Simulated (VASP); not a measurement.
# Si2Mo (I4/mmm) in VASP: further runs

The runs below take Si2Mo through single point, with PBEsol.

All numbers are computed with VASP 6.6.1; they aren't measurements. Logs are shortened: lines on timing, memory, paths and dates and some standing lists are left out, and cuts for length are marked.

## 1. The cell of the first run

It takes space group I4/mmm (No. 139, tetragonal). The conventional cell has a = 3.190 Å, b = 3.190 Å, c = 7.821 Å, α = 90.00°, β = 90.00°, γ = 90.00°. Si (site symmetry 4mm) has 9 Si at 2.58 to 3.19 Å and 5 Mo at 2.60 to 2.62 Å within 3.4 Å. Within 3.4 Å of Mo (site symmetry 4/mmm) lie 10 Si at 2.60 to 2.62 Å and 4 Mo at 3.19 Å.

## 2. Single point, PBEsol

Input file INCAR:

```
PREC = Accurate
ENCUT = 500
EDIFF = 1E-6
ISMEAR = 0
SIGMA = 0.1
LREAL = False
LASPH = True
NELM = 120
ALGO = Normal
ISIF = 2
LWAVE = False
LCHARG = False
GGA = PS
NBANDS = 56
GGA_COMPAT = False
```

Input file KPOINTS:

```
regular mesh
0
Gamma
  8 8 4
```

Input file POSCAR:

```
Si2Mo
1.0
   -3.1900701769     -3.1900701769      0.0000000000
    3.1900701769     -3.1900701769      0.0000000000
    0.0000000000      0.0000000000      7.8213840334
Si Mo
8 4
Direct
    0.0000000000      0.5000000000      0.8350596641
    0.0000000000      0.0000000000      0.3350596641
    0.5000000000      0.0000000000      0.8350596641
    0.5000000000      0.5000000000      0.3350596641
    0.0000000000      0.5000000000      0.1649403359
    0.0000000000      0.0000000000      0.6649403359
    0.5000000000      0.0000000000      0.1649403359
    0.5000000000      0.5000000000      0.6649403359
    0.5000000000      0.5000000000      0.0000000000
    0.5000000000      0.0000000000      0.5000000000
    1.0000000000      0.0000000000      0.0000000000
    1.0000000000      0.5000000000      0.5000000000
```

Potentials or basis: VASP PAW PBE potentials, release 64 (Si, Mo_sv).

On the command line:

```console
cat potpaw_PBE.64/Si/POTCAR potpaw_PBE.64/Mo_sv/POTCAR > POTCAR
mpirun -np 1 vasp_std > vasp.out
```

OUTCAR:

```text
PREC = Accurate
   ENCUT = 500
   EDIFF = 1E-6
   ISMEAR = 0
   LREAL = False
   LASPH = True
   NELM = 120
   ISIF = 2
   GGA = PS

 ion  position               nearest neighbor table
   1  0.000  0.500  0.835-   5 2.58   9 2.60  11 2.60  11 2.60   9 2.60   6 2.62   6 2.62   8 2.62
                             8 2.62  12 2.62
   2  0.000  0.000  0.335-   6 2.58  10 2.60  12 2.60  12 2.60  10 2.60   5 2.62   5 2.62   7 2.62
                             7 2.62  11 2.62
   3  0.500  0.000  0.835-   7 2.58   9 2.60  11 2.60   9 2.60  11 2.60   8 2.62   6 2.62   6 2.62
                             8 2.62  10 2.62
   4  0.500  0.500  0.335-   8 2.58  10 2.60  12 2.60  10 2.60  12 2.60   7 2.62   7 2.62   5 2.62
                             5 2.62   9 2.62
   5  0.000  0.500  0.165-   1 2.58   9 2.60  11 2.60  11 2.60   9 2.60   2 2.62   2 2.62   4 2.62
                             4 2.62  12 2.62
   6  0.000  0.000  0.665-   2 2.58  10 2.60  12 2.60  12 2.60  10 2.60   1 2.62   1 2.62   3 2.62
                             3 2.62  11 2.62
   7  0.500  0.000  0.165-   3 2.58   9 2.60  11 2.60   9 2.60  11 2.60   4 2.62   2 2.62   2 2.62
                             4 2.62  10 2.62
   8  0.500  0.500  0.665-   4 2.58  10 2.60  12 2.60  10 2.60  12 2.60   3 2.62   3 2.62   1 2.62
                             1 2.62   9 2.62
   9  0.500  0.500  0.000-   1 2.60   3 2.60   5 2.60   7 2.60   3 2.60   7 2.60   1 2.60   5 2.60
                             4 2.62   8 2.62  11 3.19  11 3.19  11 3.19  11 3.19
  10  0.500  0.000  0.500-   2 2.60   4 2.60   6 2.60   8 2.60   4 2.60   8 2.60   2 2.60   6 2.60
                             7 2.62   3 2.62  12 3.19  12 3.19  12 3.19  12 3.19
  11  0.000  0.000  0.000-   1 2.60   3 2.60   5 2.60   7 2.60   1 2.60   5 2.60   3 2.60   7 2.60
                             6 2.62   2 2.62   9 3.19   9 3.19   9 3.19   9 3.19
  12  0.000  0.500  0.500-   2 2.60   4 2.60   6 2.60   8 2.60   2 2.60   6 2.60   4 2.60   8 2.60
                             1 2.62   5 2.62  10 3.19  10 3.19  10 3.19  10 3.19

  LATTYP: Found a simple tetragonal cell.
 ALAT       =     4.5114405091
 C/A-ratio  =     1.7336777505

  Lattice vectors:

 A1 = (  -3.1900701769,  -3.1900701769,   0.0000000000)
 A2 = (   3.1900701769,  -3.1900701769,   0.0000000000)
 A3 = (   0.0000000000,   0.0000000000,   7.8213840334)

Analysis of symmetry for initial positions (statically):
=====================================================================
 Subroutine PRICEL returns following result:

  LATTYP: Found a body centered tetragonal cell.
 ALAT       =     3.1900701769
 C/A-ratio  =     2.4517905876

  Lattice vectors:

 A1 = (  -1.5950350884,  -1.5950350884,   3.9106920167)
 A2 = (   1.5950350884,   1.5950350884,   3.9106920167)
 A3 = (  -1.5950350884,   1.5950350884,  -3.9106920167)

   4 primitive cells build up your supercell.

 Routine SETGRP: Setting up the symmetry group for a
 simple tetragonal supercell.

 Subroutine GETGRP returns: Found 16 space group operations
 (whereof 16 operations were pure point group operations)
 out of a pool of 16 trial point group operations.

The static configuration has the point symmetry D_4h.

Analysis of symmetry for dynamics (positions and initial velocities):
=====================================================================
 Subroutine PRICEL returns following result:

  LATTYP: Found a body centered tetragonal cell.
 ALAT       =     3.1900701769
 C/A-ratio  =     2.4517905876

  Lattice vectors:

 A1 = (  -1.5950350884,  -1.5950350884,   3.9106920167)
 A2 = (   1.5950350884,   1.5950350884,   3.9106920167)
 A3 = (  -1.5950350884,   1.5950350884,  -3.9106920167)

   4 primitive cells build up your supercell.

 Routine SETGRP: Setting up the symmetry group for a
 simple tetragonal supercell.

 Subroutine GETGRP returns: Found 16 space group operations
 (whereof 16 operations were pure point group operations)
 out of a pool of 16 trial point group operations.

The dynamic configuration has the point symmetry D_4h.

 Subroutine INISYM returns: Found 16 space group operations
 (whereof 16 operations are pure point group operations),
 and found     4 'primitive' translations

----------------------------------------------------------------------------------------

                                     Primitive cell

  volume of cell :      39.7973

  direct lattice vectors                    reciprocal lattice vectors
    -1.595035088 -1.595035088  3.910692017    -0.313472728  0.000000000  0.127854609
     1.595035088  1.595035088  3.910692017     0.000000000  0.313472728  0.127854609
    -1.595035088  1.595035088 -3.910692017    -0.313472728  0.313472728 -0.000000000

  length of vectors
     4.514619133  4.514619133  4.514619133     0.338543870  0.338543870  0.443317383

  position of ions in fractional coordinates (direct lattice)
     0.335059664  0.335059664  1.000000000
     0.664940336  0.664940336  0.000000000
     1.000000000  1.000000000  0.000000000

  ion indices of the primitive-cell ions
   primitive index   ion index
                 1           1
                 2           5
                 3          12

----------------------------------------------------------------------------------------

 KPOINTS: regular mesh

Automatic generation of k-mesh.
 Grid dimensions read from file:
 generate k-points for:    8    8    4

 Generating k-lattice:

  Cartesian coordinates                     Fractional coordinates (reciprocal lattice)
    -0.019592045 -0.019592045  0.000000000     0.125000000  0.000000000  0.000000000
     0.019592045 -0.019592045  0.000000000     0.000000000  0.125000000  0.000000000
     0.000000000  0.000000000  0.031963652     0.000000000  0.000000000  0.250000000

  Length of vectors
     0.027707336  0.027707336  0.031963652

  Shift w.r.t. Gamma in fractional coordinates (k-lattice)
     0.000000000  0.000000000  0.000000000

 Subroutine IBZKPT returns following result:
 ===========================================

 Found     45 irreducible k-points:

 Following reciprocal coordinates:
            Coordinates               Weight
  0.000000  0.000000  0.000000      1.000000
  0.125000  0.000000  0.000000      4.000000
  0.250000  0.000000  0.000000      4.000000
  0.375000  0.000000  0.000000      4.000000
  0.500000  0.000000  0.000000      2.000000
  0.125000  0.125000  0.000000      4.000000
[... 16 lines left out ...]
  0.375000  0.125000  0.250000     16.000000
  0.500000  0.125000  0.250000      8.000000
 [... further k-points ...]
   k-points           NKPTS =     45   k-points in BZ     NKDIM =     45   number of bands    NBANDS=     56
   number of dos      NEDOS =    301   number of ions     NIONS =     12
   total plane-waves  NPLWV =  77760
   dimension x,y,z NGX =    36 NGY =   36 NGZ =   60
   dimension x,y,z NGXF=    72 NGYF=   72 NGZF=  120
   ions per type =               8   4
   NGX,Y,Z   is equivalent  to a cutoff of  13.27, 13.27, 12.75 a.u.
   NGXF,Y,Z  is equivalent  to a cutoff of  26.53, 26.53, 25.51 a.u.
 SYSTEM =  unknown system
   PREC   = accura    normal or accurate (medium, high low for compatibility)
   ISTART =      0    job   : 0-new  1-cont  2-samecut
   ICHARG =      2    charge: 1-file 2-atom 10-const
   ISPIN  =      1    spin polarized calculation?
   LNONCOLLINEAR =      F non collinear calculations
   LSORBIT =      F    spin-orbit coupling
   LASPH  =      T    aspherical Exc in radial PAW
   ENCUT  =  500.0 eV  36.75 Ry    6.06 a.u.   8.23  8.23 14.26*2*pi/ulx,y,z
   NELM   =    120;   NELMIN=  2; NELMDL= -5     # of ELM steps
   EDIFF  = 0.1E-05   stopping-criterion for ELM
   LREAL  =      F    real-space projection
   EDIFFG = 0.1E-04   stopping-criterion for IOM
   NSW    =      0    number of steps for IOM
   IBRION =     -1    ionic relax: 0-MD 1-quasi-New 2-CG
   NFREE  =      0    steps in history (QN), initial steepest desc. (CG)
   ISIF   =      2    stress and relaxation
   ISYM   =      2    0-nonsym 1-usesym 2-fastsym
   POTIM  = 0.5000    time-step for ionic-motion
   TEBEG  =    0.0;   TEEND  =   0.0 temperature during run
   PSTRESS=    0.0 pullay stress
   NELECT =      88.0000    total number of electrons
   NUPDOWN=      -1.0000    fix difference up-down
   EMIN   =  10.00;   EMAX   =-10.00  energy-range for DOS
   EFERMI =   0.00;   METHOD = LEGACY
   ISMEAR =     0;   SIGMA  =   0.10  broadening in eV -4-tet -1-fermi 0-gaus
   EFERMI_NEDOS =   21; number of points for ismear=-14 and -15
   IALGO  =     38    algorithm
   IMIX   =      4    mixing-type and parameters
     AMIX     =   0.40;   BMIX     =  1.00
     AMIX_MAG =   1.60;   BMIX_MAG =  1.00
  volume/ion in A,a.u.               =      13.27        89.52
  Fermi-wavevector in a.u.,A,eV,Ry     =   1.343583  2.539003 24.561429  1.805214
  Thomas-Fermi vector in A             =   2.471645
   LORBIT       =      0    0 simple, 1 ext, 2 COOP (PROOUT), +10 PAW based schemes
   GGA     = PS    functional components
   LHFCALC =     F    Hartree Fock is set to
   AEXX    =    0.0000 exact exchange contribution
   IVDW    =     0    specifies the selected vdW correction
   LEPSILON=     F    determine dielectric tensor
   LRPA    =     F    only Hartree local field effects (RPA)
 non-spin polarized calculation
 Gauss-broadening in eV      SIGMA  =   0.10
  energy-cutoff  :      500.00
  volume of cell :      159.19
 maximum number of plane-waves:      4076
 NGX is ok and might be reduce to    36
   NGX = 17   NGY = 17   NGZ = 29

 number of electron      88.0000011 magnetization

 Free energy of the ion-electron system (eV)
  ---------------------------------------------------
  ext. energy  EPLUGINS =         0.00000000
  ---------------------------------------------------
  free energy    TOTEN  =      -100.32241887 eV

  energy without entropy =     -100.31463936  energy(sigma->0) =     -100.31852911

 E-fermi :  12.2751     XC(G=0): -12.5626

 val. band max:       12.2723841216   @ k =   0.1250   0.0000   0.2500
 cond. band min:      12.2827611756   @ k =   0.2500   0.1250   0.0000
 fundamental gap:      0.0103770540
 Fermi energy:        12.2751001352

 k-point     1 :       0.0000    0.0000    0.0000
  band No.  band energies     occupation
      1     -48.2678      2.00000
      2     -48.2672      2.00000
      3     -48.2293      2.00000
      4     -48.2293      2.00000
      5     -22.6036      2.00000
      6     -22.6036      2.00000
[... 48 lines left out ...]
     55      15.7206      0.00000
     56      15.8461      0.00000

 k-point     2 :       0.1250    0.0000    0.0000
  band No.  band energies     occupation
      1     -48.2664      2.00000
      2     -48.2657      2.00000
      3     -48.2308      2.00000
      4     -48.2308      2.00000
      5     -22.5963      2.00000
      6     -22.5950      2.00000
[... 48 lines left out ...]
     55      15.7437      0.00000
     56      15.7483      0.00000

 k-point     3 :       0.2500    0.0000    0.0000
  band No.  band energies     occupation
      1     -48.2621      2.00000
      2     -48.2616      2.00000
      3     -48.2349      2.00000
      4     -48.2348      2.00000
      5     -22.5749      2.00000
      6     -22.5718      2.00000
[... 1172 lines left out ...]
 k-point    23 :       0.3750    0.1250    0.2500
  band No.  band energies     occupation
      1     -48.2552      2.00000
      2     -48.2549      2.00000
      3     -48.2416      2.00000
      4     -48.2415      2.00000
      5     -22.5855      2.00000
      6     -22.5854      2.00000
[... 48 lines left out ...]
     55      16.0189      0.00000
     56      16.4116      0.00000

 k-point    24 :       0.5000    0.1250    0.2500
  band No.  band energies     occupation
      1     -48.2484      2.00000
      2     -48.2484      2.00000
      3     -48.2482      2.00000
      4     -48.2482      2.00000
      5     -22.5510      2.00000
      6     -22.5510      2.00000
[... 48 lines left out ...]
     55      16.2052      0.00000
     56      16.2052      0.00000

 [... further k-points ...]

------------------------ aborting loop because EDIFF is reached ----------------------------------------

  FORCE on cell =-STRESS in cart. coord.  units (eV):
  Direction    XX          YY          ZZ          XY          YZ          ZX
  --------------------------------------------------------------------------------------
  -------------------------------------------------------------------------------------
  Total        0.3994249      0.3994249      0.3425306      0.0000000      0.0000000      0.0000000
  in kB        4.0200519      4.0200519      3.4474333      0.0000000      0.0000000      0.0000000
  external PRESSURE =       3.8291790 kB  Pullay stress =       0.0000000 kB

 VOLUME and BASIS-vectors are now :
 -----------------------------------------------------------------------------
  energy-cutoff  :      500.00
  volume of cell :      159.19
      direct lattice vectors                 reciprocal lattice vectors
    -3.190070177 -3.190070177  0.000000000    -0.156736364 -0.156736364  0.000000000
     3.190070177 -3.190070177  0.000000000     0.156736364 -0.156736364  0.000000000
     0.000000000  0.000000000  7.821384033     0.000000000  0.000000000  0.127854609

 POSITION                                       TOTAL-FORCE (eV/Angst)
 -----------------------------------------------------------------------------------
      1.59504     -1.59504      6.53132         0.000000     -0.000000     -0.006259
      0.00000      0.00000      2.62063         0.000000      0.000000     -0.006259
     -1.59504     -1.59504      6.53132        -0.000000     -0.000000     -0.006259
      0.00000     -3.19007      2.62063        -0.000000     -0.000000     -0.006259
      1.59504     -1.59504      1.29006         0.000000      0.000000      0.006259
      0.00000      0.00000      5.20075        -0.000000     -0.000000      0.006259
     -1.59504     -1.59504      1.29006         0.000000      0.000000      0.006259
      0.00000     -3.19007      5.20075         0.000000      0.000000      0.006259
      0.00000     -3.19007      0.00000        -0.000000     -0.000000     -0.000000
     -1.59504     -1.59504      3.91069        -0.000000      0.000000     -0.000000
      0.00000      0.00000      0.00000        -0.000000      0.000000     -0.000000
      1.59504     -1.59504      3.91069        -0.000000     -0.000000     -0.000000
 -----------------------------------------------------------------------------------
    total drift:                                0.000000     -0.000000      0.000000

  FREE ENERGIE OF THE ION-ELECTRON SYSTEM (eV)
  ---------------------------------------------------
  free  energy   TOTEN  =      -100.3224188669 eV

  energy  without entropy=     -100.3146393601  energy(sigma->0) =     -100.31852911
```

Wall time 11 min (1 thread of Oxide Virtual Turin-like, shared host); peak memory 0.39 GiB.

What came out:

```yaml
Free_energy: -100.3224 eV
Pressure: 0.4 GPa
Largest_force: 0.006 eV/Å
Band_gap_on_the_k_mesh: zero (bands 44 and 45 overlap by 0.80 eV)
```

Forces in eV/Å, atoms in the order of the input:
```
Si   0.000  0.000 -0.006
Si   0.000  0.000 -0.006
Si   0.000  0.000 -0.006
Si   0.000  0.000 -0.006
Si   0.000  0.000  0.006
Si   0.000  0.000  0.006
Si   0.000  0.000  0.006
Si   0.000  0.000  0.006
Mo   0.000  0.000  0.000
Mo   0.000  0.000  0.000
Mo   0.000  0.000  0.000
Mo   0.000  0.000  0.000
```

Caveat: the PAW data sets were made with another functional, which shifts forces and pressure a little.

[end of part 1 of 2]
